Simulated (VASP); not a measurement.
# SiC (P1) in VASP: further runs

SiC is run at these levels: PBE; tasks: single point.

All numbers are computed with VASP 6.6.1; they aren't measurements. Logs are shortened: lines on timing, memory, paths and dates and some standing lists are left out, and cuts for length are marked.

### Step 1. The cell of the first run

The typed cell holds 4 atoms: a = 3.092 Å, b = 3.092 Å, c = 5.074 Å, α = 90.00°, β = 90.00°, γ = 120.00°.

### Step 2. Single point, PBE (atom 3 (C) moved by (+0.200, -0.200) A along [1 1 0] and z)

Contents of INCAR:

```
  PREC = Accurate
  ENCUT = 520
  EDIFF = 1E-6
  ISMEAR = 0
  SIGMA = 0.05
  LREAL = False
  LASPH = True
  NELM = 80
  ALGO = Normal
  ISIF = 2
  LWAVE = False
  LCHARG = False
  GGA = PE
  NBANDS = 16
```

Contents of KPOINTS:

```
regular mesh
0
Gamma
  12 12 6
```

Contents of POSCAR:

```
SiC
1.0
    3.0917664073      0.0000000000      0.0000000000
   -1.5458832036      2.6775482513      0.0000000000
    0.0000000000      0.0000000000      5.0740211774
Si C
2 2
Direct
    0.3333333333      0.6666666667      0.0045635313
    0.6666666667      0.3333333333      0.5045635313
    0.4054833553      0.7194841485      0.3410199994
    0.6666666667      0.3333333333      0.8804364687
```

Potentials or basis: VASP PAW PBE potentials, release 64 (Si, C).

Launch:

```bash
$ cat potpaw_PBE.64/Si/POTCAR potpaw_PBE.64/C/POTCAR > POTCAR
$ mpirun -np 1 vasp_std > vasp.out
```

OUTCAR:

```text
PREC = Accurate
   ENCUT = 520
   EDIFF = 1E-6
   ISMEAR = 0
   LREAL = False
   LASPH = True
   NELM = 80
   ISIF = 2
   GGA = PE

 ion  position               nearest neighbor table
   1  0.333  0.667  0.005-   3 1.72   4 1.89   4 1.89   4 1.89   2 3.10   2 3.10   2 3.10   2 3.10
                             2 3.10   2 3.10
   2  0.667  0.333  0.505-   3 1.85   4 1.91   3 1.93   3 2.15   1 3.10   1 3.10   1 3.10   1 3.10
                             1 3.10   1 3.10
   3  0.405  0.719  0.341-   1 1.72   2 1.85   2 1.93   2 2.15
   4  0.667  0.333  0.880-   1 1.89   1 1.89   1 1.89   2 1.91

  LATTYP: Found a hexagonal cell.
 ALAT       =     3.0917664073
 C/A-ratio  =     1.6411398886

  Lattice vectors:

 A1 = (   3.0917664073,   0.0000000000,   0.0000000000)
 A2 = (  -1.5458832036,   2.6775482513,   0.0000000000)
 A3 = (   0.0000000000,   0.0000000000,   5.0740211774)

Analysis of symmetry for initial positions (statically):
=====================================================================
 Subroutine PRICEL returns:
 Original cell was already a primitive cell.

 Routine SETGRP: Setting up the symmetry group for a
 hexagonal supercell.

 Subroutine GETGRP returns: Found  1 space group operations
 (whereof  1 operations were pure point group operations)
 out of a pool of 24 trial point group operations.

The static configuration has the point symmetry C_1 .

Analysis of symmetry for dynamics (positions and initial velocities):
=====================================================================
 Subroutine PRICEL returns:
 Original cell was already a primitive cell.

 Routine SETGRP: Setting up the symmetry group for a
 hexagonal supercell.

 Subroutine GETGRP returns: Found  1 space group operations
 (whereof  1 operations were pure point group operations)
 out of a pool of 24 trial point group operations.

The dynamic configuration has the point symmetry C_1 .

 Subroutine INISYM returns: Found  1 space group operations
 (whereof  1 operations are pure point group operations),
 and found     1 'primitive' translations

----------------------------------------------------------------------------------------

                                     Primitive cell

  volume of cell :      42.0045

  direct lattice vectors                    reciprocal lattice vectors
     3.091766407  0.000000000  0.000000000     0.323439700  0.186737998  0.000000000
    -1.545883204  2.677548251  0.000000000     0.000000000  0.373475996  0.000000000
     0.000000000  0.000000000  5.074021177     0.000000000  0.000000000  0.197082347

  length of vectors
     3.091766407  3.091766407  5.074021177     0.373475996  0.373475996  0.197082347

  position of ions in fractional coordinates (direct lattice)
     0.333333333  0.666666667  0.004563531
     0.666666667  0.333333333  0.504563531
     0.405483355  0.719484149  0.341019999
     0.666666667  0.333333333  0.880436469

  ion indices of the primitive-cell ions
   primitive index   ion index
                 1           1
                 2           2
                 3           3
                 4           4

----------------------------------------------------------------------------------------

 KPOINTS: regular mesh

Automatic generation of k-mesh.
 Grid dimensions read from file:
 generate k-points for:   12   12    6

 Generating k-lattice:

  Cartesian coordinates                     Fractional coordinates (reciprocal lattice)
     0.026953308  0.015561500  0.000000000     0.083333333  0.000000000  0.000000000
     0.000000000  0.031123000  0.000000000     0.000000000  0.083333333  0.000000000
     0.000000000  0.000000000  0.032847058     0.000000000  0.000000000  0.166666667

  Length of vectors
     0.031123000  0.031123000  0.032847058

  Shift w.r.t. Gamma in fractional coordinates (k-lattice)
     0.000000000  0.000000000  0.000000000

 Subroutine IBZKPT returns following result:
 ===========================================

 Found    436 irreducible k-points:

 Following reciprocal coordinates:
            Coordinates               Weight
  0.000000  0.000000  0.000000      1.000000
  0.083333 -0.000000  0.000000      2.000000
  0.000000  0.083333  0.000000      2.000000
 -0.083333  0.083333  0.000000      2.000000
  0.166667 -0.000000  0.000000      2.000000
  0.000000  0.166667  0.000000      2.000000
[... 16 lines left out ...]
  0.166667  0.083333  0.000000      2.000000
 -0.083333  0.250000  0.000000      2.000000
 [... further k-points ...]
   k-points           NKPTS =    436   k-points in BZ     NKDIM =    436   number of bands    NBANDS=     16
   number of dos      NEDOS =    301   number of ions     NIONS =      4
   total plane-waves  NPLWV =  23040
   dimension x,y,z NGX =    24 NGY =   24 NGZ =   40
   dimension x,y,z NGXF=    48 NGYF=   48 NGZF=   80
   ions per type =               2   2
   NGX,Y,Z   is equivalent  to a cutoff of  12.90, 12.90, 13.11 a.u.
   NGXF,Y,Z  is equivalent  to a cutoff of  25.81, 25.81, 26.21 a.u.
 SYSTEM =  unknown system
   PREC   = accura    normal or accurate (medium, high low for compatibility)
   ISTART =      0    job   : 0-new  1-cont  2-samecut
   ICHARG =      2    charge: 1-file 2-atom 10-const
   ISPIN  =      1    spin polarized calculation?
   LNONCOLLINEAR =      F non collinear calculations
   LSORBIT =      F    spin-orbit coupling
   LASPH  =      T    aspherical Exc in radial PAW
   ENCUT  =  520.0 eV  38.22 Ry    6.18 a.u.   5.75  5.75  9.43*2*pi/ulx,y,z
   NELM   =     80;   NELMIN=  2; NELMDL= -5     # of ELM steps
   EDIFF  = 0.1E-05   stopping-criterion for ELM
   LREAL  =      F    real-space projection
[... 7 lines left out ...]
   TEBEG  =    0.0;   TEEND  =   0.0 temperature during run
   PSTRESS=    0.0 pullay stress
   NELECT =      16.0000    total number of electrons
   NUPDOWN=      -1.0000    fix difference up-down
   EMIN   =  10.00;   EMAX   =-10.00  energy-range for DOS
   EFERMI =   0.00;   METHOD = LEGACY
   ISMEAR =     0;   SIGMA  =   0.05  broadening in eV -4-tet -1-fermi 0-gaus
   EFERMI_NEDOS =   21; number of points for ismear=-14 and -15
   IALGO  =     38    algorithm
   IMIX   =      4    mixing-type and parameters
     AMIX     =   0.40;   BMIX     =  1.00
     AMIX_MAG =   1.60;   BMIX_MAG =  1.00
  volume/ion in A,a.u.               =      10.50        70.87
  Fermi-wavevector in a.u.,A,eV,Ry     =   1.186723  2.242582 19.161245  1.408312
  Thomas-Fermi vector in A             =   2.322890
   LORBIT       =      0    0 simple, 1 ext, 2 COOP (PROOUT), +10 PAW based schemes
   GGA     = PE    functional components
   LHFCALC =     F    Hartree Fock is set to
   AEXX    =    0.0000 exact exchange contribution
   IVDW    =     0    specifies the selected vdW correction
   LEPSILON=     F    determine dielectric tensor
   LRPA    =     F    only Hartree local field effects (RPA)
 non-spin polarized calculation
 Gauss-broadening in eV      SIGMA  =   0.05
  energy-cutoff  :      520.00
  volume of cell :       42.00
 maximum number of plane-waves:      1170
   NGX = 11   NGY = 11   NGZ = 19

 number of electron      16.0000000 magnetization

 Free energy of the ion-electron system (eV)
  ---------------------------------------------------
  ext. energy  EPLUGINS =         0.00000000
  ---------------------------------------------------
  free energy    TOTEN  =       -29.35454023 eV

  energy without entropy =      -29.35454023  energy(sigma->0) =      -29.35454023

 E-fermi :   8.8870     XC(G=0): -11.2912

 val. band max:        8.6961316427   @ k =   0.0000   0.0000   0.0000
 cond. band min:       9.8296697488   @ k =   0.3333   0.3333   0.0000
 fundamental gap:      1.1335381061
 Fermi energy:         8.8870333479

 k-point     1 :       0.0000    0.0000    0.0000
  band No.  band energies     occupation
      1      -7.3983      2.00000
      2      -3.6892      2.00000
      3      -0.8947      2.00000
      4       6.5242      2.00000
      5       7.0955      2.00000
      6       7.3214      2.00000
[... 8 lines left out ...]
     15      17.6623      0.00000
     16      18.5653      0.00000

 k-point     2 :       0.0833   -0.0000    0.0000
  band No.  band energies     occupation
      1      -7.2812      2.00000
      2      -3.5906      2.00000
      3      -0.7885      2.00000
      4       6.2796      2.00000
      5       6.4205      2.00000
      6       7.2457      2.00000
[... 8 lines left out ...]
     15      17.6516      0.00000
     16      17.9419      0.00000

 k-point     3 :       0.0000    0.0833    0.0000
  band No.  band energies     occupation
      1      -7.2793      2.00000
      2      -3.5908      2.00000
      3      -0.7862      2.00000
      4       5.9127      2.00000
      5       6.8240      2.00000
      6       7.2170      2.00000
[... 8 lines left out ...]
     15      17.2984      0.00000
     16      18.2706      0.00000

 k-point     4 :      -0.0833    0.0833    0.0000
  band No.  band energies     occupation
      1      -7.2798      2.00000
      2      -3.5907      2.00000
      3      -0.7868      2.00000
      4       5.9663      2.00000
      5       6.7648      2.00000
      6       7.2347      2.00000
[... 8 lines left out ...]
     15      17.4952      0.00000
     16      18.4081      0.00000
[... 324 lines left out ...]
 k-point    22 :      -0.1667    0.0833    0.0000
  band No.  band energies     occupation
      1      -7.0479      2.00000
      2      -3.3982      2.00000
      3      -0.5793      2.00000
      4       5.3262      2.00000
      5       5.9040      2.00000
      6       6.9999      2.00000
[... 8 lines left out ...]
     15      17.2424      0.00000
     16      17.9298      0.00000

 k-point    23 :       0.1667    0.0833    0.0000
  band No.  band energies     occupation
      1      -6.5893      2.00000
      2      -3.0364      2.00000
      3      -0.1837      2.00000
      4       3.9022      2.00000
      5       5.1179      2.00000
      6       6.3714      2.00000
[... 8 lines left out ...]
     15      17.7667      0.00000
     16      18.4229      0.00000

 k-point    24 :      -0.0833    0.2500    0.0000
  band No.  band energies     occupation
      1      -6.5732      2.00000
      2      -3.0428      2.00000
      3      -0.1680      2.00000
      4       3.6241      2.00000
      5       5.3975      2.00000
      6       6.0743      2.00000
[... 8 lines left out ...]
     15      17.8524      0.00000
     16      18.6881      0.00000

 [... further k-points ...]
[... 5 lines left out ...]
  --------------------------------------------------------------------------------------
  -------------------------------------------------------------------------------------
  Total       -0.6837469      0.4797292      3.7994185     -0.3496876      0.9600855      0.5562371
  in kB      -26.0801277     18.2982890    144.9210475    -13.3381163     36.6204991     21.2165258
  external PRESSURE =      45.7130696 kB  Pullay stress =       0.0000000 kB

 VOLUME and BASIS-vectors are now :
 -----------------------------------------------------------------------------
  energy-cutoff  :      520.00
  volume of cell :       42.00
      direct lattice vectors                 reciprocal lattice vectors
     3.091766407  0.000000000  0.000000000     0.323439700  0.186737998  0.000000000
    -1.545883204  2.677548251  0.000000000     0.000000000  0.373475996  0.000000000
     0.000000000  0.000000000  5.074021177     0.000000000  0.000000000  0.197082347

 POSITION                                       TOTAL-FORCE (eV/Angst)
 -----------------------------------------------------------------------------------
     -0.00000      1.78503      0.02316         0.056877      0.061288     -3.001185
      1.54588      0.89252      2.56017         0.812078      1.463820     -1.387338
      0.14142      1.92645      1.73034        -0.838859     -1.513178      5.581816
      1.54588      0.89252      4.46735        -0.030096     -0.011930     -1.193293
 -----------------------------------------------------------------------------------
    total drift:                                0.000352      0.000741     -0.000941

  FREE ENERGIE OF THE ION-ELECTRON SYSTEM (eV)
  ---------------------------------------------------
  free  energy   TOTEN  =       -29.3545402271 eV

  energy  without entropy=      -29.3545402271  energy(sigma->0) =      -29.35454023
```

Wall time 1.7 min (1 thread of Intel Xeon 6975P-C (Granite Rapids), shared host); peak memory 0.34 GiB.

What came out:

| Quantity | Value |
| --- | --- |
| Free energy | -29.3545 eV |
| Pressure | 4.6 GPa |
| Largest force | 5.844 eV/Å |
| Band gap on the k mesh | 1.13 eV, indirect (least direct gap 3.52 eV) |

Forces on the atoms (eV/Å):
```
Si   0.057  0.061 -3.001
Si   0.812  1.464 -1.387
C   -0.839 -1.513  5.582
C   -0.030 -0.012 -1.193
```

Stress tensor (GPa, compression positive):
```
-2.61 -1.33  2.12
-1.33  1.83  3.66
 2.12  3.66 14.49
```

Caveat: the cell differs from its parent crystal (atom 3 (C) moved by (+0.200, -0.200) A along [1 1 0] and z); forces of over 1 eV/Å act on the atoms, so gaps and moduli don't describe the material at rest. A k mesh can miss the band edges.

(Continued in part 2 of 2.)
